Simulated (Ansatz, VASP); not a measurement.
Two plane-wave programs on Al

```
CELL_PARAMETERS angstrom
2.83628 0.00000 0.00000
-1.41814 2.45629 0.00000
0.00000 0.00000 9.32215
ATOMIC_POSITIONS crystal
Al 0.00000 0.00000 0.00000
Al 0.27456 0.60789 0.25000
Al 0.00000 0.00000 0.50000
Al 0.66667 0.33333 0.75000
```

Alike in both runs: task single point; functional PBEsol; k mesh 18 × 18 × 6; occupations gaussian, width 0.15 eV; no spin polarisation.

|  | VASP | Ansatz |
| --- | --- | --- |
| version | VASP 6.6.1 | Ansatz 0.2.0 |
| potentials or method | VASP PAW PBE potentials, release 64 (Al), cutoff 520 eV | scalar-relativistic, plane waves, PAW |
| valence electrons in the cell | 12 | 12 |

Ansatz gave:

- gap on the k mesh at the Fermi level (eV): none
- pressure (GPa): 0.1
- traceless stress, the component that is largest in VASP (GPa): -0.26
- rms of the force components (eV/Å): 0.068

Q: Estimate VASP's values.

A: gap on the k mesh at the Fermi level (eV): none; pressure (GPa): 0.2; traceless stress, the component that is largest in VASP (GPa): -0.26; rms of the force components (eV/Å): 0.069.

VASP's potentials were made for PBE, not for PBEsol. Atom by atom the forces differ by 0.000 eV/Å (rms over components). A gap of «none» marks a metal or a gap that the smearing closes. With one functional, cell and mesh, what is left measures potentials, basis and numerics.
